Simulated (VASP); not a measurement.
**DyC3: single point with PBE**

Crystal: DyC3.

```
CELL_PARAMETERS angstrom
-2.49023 2.64213 0.00496
-2.49023 -2.64213 0.00496
2.25053 0.00000 7.15316
ATOMIC_POSITIONS crystal
Dy 0.19728 0.80272 0.00000
Dy 0.69728 0.30272 0.50000
C 0.67010 0.32990 0.00000
C 0.17010 0.82990 0.50000
C 0.91738 0.34446 0.17555
C 0.41738 0.84446 0.67555
C 0.15554 0.58262 0.32445
C 0.65554 0.08262 0.82445
```

| Property | Result |
| --- | --- |
| Program | VASP 6.6.1 |
| Task | single point |
| Functional | PBE |
| Potentials or basis | VASP PAW PBE potentials, release 64 (Dy_3, C), 4f in core |
| Cutoff | 600 eV |
| k mesh | 6 × 6 × 4 |
| Occupations | gaussian, width 0.2 eV |
| Spin | no spin polarisation |

```json
{
  "Pressure": "0.3 GPa",
  "Largest force": "0.043 eV/Å",
  "Band gap on the k mesh": "zero (bands 21 and 22 overlap by 2.26 eV)"
}
```

Forces in eV/Å, atoms in the order of the input:
```
Dy   0.000  0.008  0.000
Dy   0.000  0.008  0.000
C    0.000  0.023  0.000
C    0.000  0.023  0.000
C    0.038 -0.016 -0.012
C    0.038 -0.016 -0.012
C   -0.038 -0.016  0.012
C   -0.038 -0.016  0.012
```

Stress tensor (GPa, compression positive):
```
 0.40  0.00  0.14
 0.00  0.40  0.00
 0.14  0.00 -0.01
```

Levels at points of the mesh, in eV from the Fermi level:
| k point | band 19 | band 20 | band 21 | band 22 | band 23 | band 24 |
| --- | --- | --- | --- | --- | --- | --- |
| (0.00, 0.00, 0.00) | -2.81 | -1.62 | -1.51 | -1.04 | -0.38 | 0.27 |
| (0.50, 0.00, 0.00) | -2.92 | -2.92 | 1.19 | 1.19 | 2.51 | 2.51 |
| (0.50, 0.50, 0.00) | -2.09 | -1.18 | -0.83 | 0.71 | 1.87 | 3.22 |
| (0.00, 0.00, 0.50) | -2.48 | -2.48 | -1.07 | -1.07 | -0.16 | -0.16 |
| (0.50, 0.00, 0.50) | -1.69 | -1.28 | -0.38 | 0.65 | 1.81 | 1.88 |
| (0.50, 0.50, 0.50) | -2.72 | -2.72 | 0.33 | 0.33 | 1.85 | 1.85 |

Wall time 69 s on 1 thread of Intel(R) Xeon(R) 6975P-C (Granite Rapids), with other jobs on the host, peak memory 0.3 GiB.

Caveat: spin-orbit coupling is left out, which moves the levels of the heavy elements; the 4f electrons are frozen in the core, so they carry no moment and show no levels. Spin polarisation is off, so any magnetic state and its effect on volume and gap are missing.
